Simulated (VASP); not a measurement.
# Si7Mo (Amm2) in VASP: single point with PBE

Aim: the single point of Si7Mo with PBE.

Everything below comes from runs of VASP 6.6.1. Logs are shortened: lines on timing, memory, paths and dates and some standing lists are left out, and cuts for length are marked.

## 1. The cell of the first run

The structure is orthorhombic, space group Amm2 (No. 38). Conventional cell: a = 6.413 Å, b = 7.381 Å, c = 5.444 Å, α = 90.00°, β = 90.00°, γ = 90.00°. Within 3.2 Å of Si (site symmetry 1) lie 7 Si at 2.44 to 3.16 Å and 2 Mo at 2.58 to 2.63 Å. Within 3.4 Å of Si (site symmetry mm2) lie 14 Si at 2.54 to 3.33 Å and 2 Mo at 3.22 Å. Si (site symmetry m) has 9 Si at 2.35 to 3.03 Å within 3.1 Å. Mo (site symmetry mm2) has 10 Si at 2.58 to 3.22 Å within 3.4 Å.

## 2. Single point, PBE

File INCAR:

```
PREC = Accurate ; ENCUT = 520
EDIFF = 1E-6 ; ISMEAR = 0
SIGMA = 0.2 ; LREAL = False
LASPH = True ; NELM = 60
ALGO = Normal ; ISIF = 2
LWAVE = False ; LCHARG = True
GGA = PE ; LELF = True
LVHAR = True ; NBANDS = 31
```

File KPOINTS:

```
Automatic mesh
0
Gamma
  2 4 4
```

File POSCAR:

```
Si7Mo
1.0
    6.4125099990      0.0000000000      0.0000000000
    0.0000000000      3.6905040496      2.7220812050
    0.0000000000     -3.6905040496      2.7220812050
Si Mo
7 1
Direct
    0.1899793616      0.3468323430      0.8794716925
    0.8100206384      0.8794716925      0.3468323430
    0.1899793616      0.8794716925      0.3468323430
    0.8100206384      0.3468323430      0.8794716925
    0.5000000000      0.7924004048      0.7924004048
    0.5000000000      0.2049447855      0.5238209301
    0.5000000000      0.5238209301      0.2049447855
    0.0000000000      0.8415805987      0.8415805987
```

Potentials or basis: VASP PAW PBE potentials, release 64 (Si, Mo_sv).

On the command line:

```
> cat potpaw_PBE.64/Si/POTCAR potpaw_PBE.64/Mo_sv/POTCAR > POTCAR
> mpirun -np 1 vasp_std > vasp.out
```

OUTCAR:

```text
PREC = Accurate
   ENCUT = 520
   EDIFF = 1E-6
   ISMEAR = 0
   LREAL = False
   LASPH = True
   NELM = 60
   ISIF = 2
   GGA = PE

 ion  position               nearest neighbor table
   1  0.190  0.347  0.879-   4 2.44   7 2.47   6 2.53   8 2.58   8 2.63   3 2.73   3 2.73   5 2.96

   2  0.810  0.879  0.347-   3 2.44   6 2.47   7 2.53   8 2.58   8 2.63   4 2.73   4 2.73   5 2.96

   3  0.190  0.879  0.347-   2 2.44   6 2.47   7 2.53   8 2.58   8 2.63   1 2.73   1 2.73   5 2.96

   4  0.810  0.347  0.879-   1 2.44   7 2.47   6 2.53   8 2.58   8 2.63   2 2.73   2 2.73   5 2.96

   5  0.500  0.792  0.792-   6 2.54   7 2.54   7 2.61   6 2.61   1 2.96   2 2.96   3 2.96   4 2.96
                             8 3.22   8 3.22
   6  0.500  0.205  0.524-   7 2.35   3 2.47   2 2.47   4 2.53   1 2.53   5 2.54   5 2.61   7 3.03
                             7 3.03
   7  0.500  0.524  0.205-   6 2.35   4 2.47   1 2.47   2 2.53   3 2.53   5 2.54   5 2.61   6 3.03
                             6 3.03
   8  0.000  0.842  0.842-   1 2.58   4 2.58   2 2.58   3 2.58   1 2.63   2 2.63   3 2.63   4 2.63
                             5 3.22   5 3.22

  LATTYP: Found a base centered orthorhombic cell.
 ALAT       =     5.4441624100
 B/A-ratio  =     1.3557655969
 C/A-ratio  =     1.1778689753

  Lattice vectors:

 A1 = (   0.0000000000,   3.6905040496,   2.7220812050)
 A2 = (   0.0000000000,  -3.6905040496,   2.7220812050)
 A3 = (   6.4125099990,   0.0000000000,   0.0000000000)

Analysis of symmetry for initial positions (statically):
=====================================================================
 Subroutine PRICEL returns:
 Original cell was already a primitive cell.

 Routine SETGRP: Setting up the symmetry group for a
 base centered orthorhombic supercell.

 Subroutine GETGRP returns: Found  4 space group operations
 (whereof  4 operations were pure point group operations)
 out of a pool of  8 trial point group operations.

The static configuration has the point symmetry C_2v.

Analysis of symmetry for dynamics (positions and initial velocities):
=====================================================================
 Subroutine PRICEL returns:
 Original cell was already a primitive cell.

 Routine SETGRP: Setting up the symmetry group for a
 base centered orthorhombic supercell.

 Subroutine GETGRP returns: Found  4 space group operations
 (whereof  4 operations were pure point group operations)
 out of a pool of  8 trial point group operations.

[... 107 lines left out ...]
   ISIF   =      2    stress and relaxation
   ISYM   =      2    0-nonsym 1-usesym 2-fastsym
   POTIM  = 0.5000    time-step for ionic-motion
   TEBEG  =    0.0;   TEEND  =   0.0 temperature during run
   PSTRESS=    0.0 pullay stress
   NELECT =      42.0000    total number of electrons
   NUPDOWN=      -1.0000    fix difference up-down
   EMIN   =  10.00;   EMAX   =-10.00  energy-range for DOS
   EFERMI =   0.00;   METHOD = LEGACY
   ISMEAR =     0;   SIGMA  =   0.20  broadening in eV -4-tet -1-fermi 0-gaus
   EFERMI_NEDOS =   21; number of points for ismear=-14 and -15
   IALGO  =     38    algorithm
   IMIX   =      4    mixing-type and parameters
     AMIX     =   0.40;   BMIX     =  1.00
     AMIX_MAG =   1.60;   BMIX_MAG =  1.00
  volume/ion in A,a.u.               =      16.10       108.68
  Fermi-wavevector in a.u.,A,eV,Ry     =   1.126704  2.129161 17.272063  1.269461
  Thomas-Fermi vector in A             =   2.263387
   LORBIT       =      0    0 simple, 1 ext, 2 COOP (PROOUT), +10 PAW based schemes
   GGA     = PE    functional components
   LHFCALC =     F    Hartree Fock is set to
   AEXX    =    0.0000 exact exchange contribution
   IVDW    =     0    specifies the selected vdW correction
   LEPSILON=     F    determine dielectric tensor
   LRPA    =     F    only Hartree local field effects (RPA)
 non-spin polarized calculation
 Gauss-broadening in eV      SIGMA  =   0.20
  energy-cutoff  :      520.00
  volume of cell :      128.84
 maximum number of plane-waves:      3509
 NGX is ok and might be reduce to    48
   NGX = 23   NGY = 17   NGZ = 17

 number of electron      42.0000004 magnetization

 Free energy of the ion-electron system (eV)
  ---------------------------------------------------
  ext. energy  EPLUGINS =         0.00000000
  ---------------------------------------------------
  free energy    TOTEN  =       -46.34261622 eV

  energy without entropy =      -46.26063326  energy(sigma->0) =      -46.30162474

 E-fermi :   8.6043     XC(G=0): -10.8899

 val. band max:        8.6033156274   @ k =   0.0000   0.2500   0.2500
 cond. band min:       8.6127748884   @ k =   0.5000   0.2500   0.0000
 fundamental gap:      0.0094592610
 Fermi energy:         8.6043416129

 k-point     1 :       0.0000    0.0000    0.0000
  band No.  band energies     occupation
      1     -51.5597      2.00000
      2     -25.8306      2.00000
      3     -25.7073      2.00000
      4     -25.5953      2.00000
      5      -4.6286      2.00000
      6      -0.8138      2.00000
[... 465 lines left out ...]
     30      13.4829      0.00000
     31      14.5308      0.00000

------------------------ aborting loop because EDIFF is reached ----------------------------------------

  FORCE on cell =-STRESS in cart. coord.  units (eV):
  Direction    XX          YY          ZZ          XY          YZ          ZX
  --------------------------------------------------------------------------------------
  -------------------------------------------------------------------------------------
  Total       -0.2712273      0.0161994     -0.1616244      0.0000000      0.0000000      0.0000000
  in kB       -3.3728666      0.2014484     -2.0098924      0.0000000      0.0000000      0.0000000
  external PRESSURE =      -1.7271036 kB  Pullay stress =       0.0000000 kB

 VOLUME and BASIS-vectors are now :
 -----------------------------------------------------------------------------
  energy-cutoff  :      520.00
  volume of cell :      128.84
      direct lattice vectors                 reciprocal lattice vectors
     6.412509999  0.000000000  0.000000000     0.155945176  0.000000000  0.000000000
     0.000000000  3.690504050  2.722081205     0.000000000  0.135482848  0.183682985
     0.000000000 -3.690504050  2.722081205     0.000000000 -0.135482848  0.183682985

 POSITION                                       TOTAL-FORCE (eV/Angst)
 -----------------------------------------------------------------------------------
      1.21824     -1.96571      3.33810        -0.029939      0.001009     -0.010160
      5.19427      1.96571      3.33810         0.029939     -0.001009     -0.010160
      1.21824      1.96571      3.33810        -0.029939     -0.001009     -0.010160
      5.19427     -1.96571      3.33810         0.029939      0.001009     -0.010160
      3.20625      0.00000      4.31396         0.000000      0.000000     -0.012193
      3.20625     -1.17681      1.98376         0.000000      0.052223      0.015349
      3.20625      1.17681      1.98376         0.000000     -0.052223      0.015349
      0.00000      0.00000      4.58170         0.000000      0.000000      0.022136
 -----------------------------------------------------------------------------------
    total drift:                                0.000000     -0.000000     -0.000291

  FREE ENERGIE OF THE ION-ELECTRON SYSTEM (eV)
  ---------------------------------------------------
  free  energy   TOTEN  =       -46.3426162187 eV

  energy  without entropy=      -46.2606332604  energy(sigma->0) =      -46.30162474
```

OSZICAR:

```text
N       E                     dE             d eps       ncg     rms          rms(c)
DAV:   1     0.155744581053E+03    0.15574E+03   -0.20124E+04   948   0.120E+03
DAV:   2    -0.391548602795E+02   -0.19490E+03   -0.18757E+03  1030   0.240E+02
DAV:   3    -0.472351906381E+02   -0.80803E+01   -0.78273E+01  1144   0.398E+01
DAV:   4    -0.473561833484E+02   -0.12099E+00   -0.12074E+00  1060   0.525E+00
DAV:   5    -0.473584312864E+02   -0.22479E-02   -0.22475E-02  1154   0.697E-01    0.175E+01
DAV:   6    -0.470710321473E+02    0.28740E+00   -0.68100E+00  1009   0.121E+01    0.645E+00
DAV:   7    -0.466164406579E+02    0.45459E+00   -0.55072E+00   982   0.108E+01    0.644E+00
DAV:   8    -0.463453189056E+02    0.27112E+00   -0.86774E-01   997   0.455E+00    0.154E+00
DAV:   9    -0.463433376960E+02    0.19812E-02   -0.10115E-01  1099   0.145E+00    0.658E-01
DAV:  10    -0.463425842056E+02    0.75349E-03   -0.61431E-03  1031   0.417E-01    0.179E-01
DAV:  11    -0.463426087047E+02   -0.24499E-04   -0.49663E-04  1068   0.119E-01    0.685E-02
DAV:  12    -0.463426148503E+02   -0.61456E-05   -0.78133E-05  1109   0.410E-02    0.197E-02
DAV:  13    -0.463426167575E+02   -0.19072E-05   -0.82014E-06  1029   0.148E-02    0.100E-02
DAV:  14    -0.463426162187E+02    0.53875E-06   -0.15338E-06   688   0.657E-03
   1 F= -.46342616E+02 E0= -.46301625E+02  d E =-.819830E-01
```

stdout:

```text
POSCAR found type information on POSCAR SiMo
 POSCAR found :  2 types and       8 ions
 scaLAPACK will be used
 LDA part: xc-table for (Slater+PW92), standard interpolation
 POSCAR, INCAR and KPOINTS ok, starting setup
 FFT: planning ... GRIDC
 FFT: planning ... GRID_SOFT
 FFT: planning ... GRID
 WAVECAR not read
 entering main loop
```

Run time: 25 s. Hardware: 1 thread of Intel Xeon Platinum 8559C (Emerald Rapids), shared host; peak memory 0.24 GiB.

What came out:

| Item | Value |
| --- | --- |
| Free energy | -46.3426 eV |
| Pressure | -0.2 GPa |
| Largest force | 0.054 eV/Å |
| Band gap on the k mesh | zero (band 21 reaches 9.76 eV, above the bottom of band 22 at 8.12 eV) |

Forces on the atoms (eV/Å):
```
Si  -0.030  0.001 -0.010
Si   0.030 -0.001 -0.010
Si  -0.030 -0.001 -0.010
Si   0.030  0.001 -0.010
Si   0.000  0.000 -0.012
Si   0.000  0.052  0.015
Si   0.000 -0.052  0.015
Mo   0.000  0.000  0.022
```

Caveat: the k points lie up to 0.49 Å⁻¹ apart.
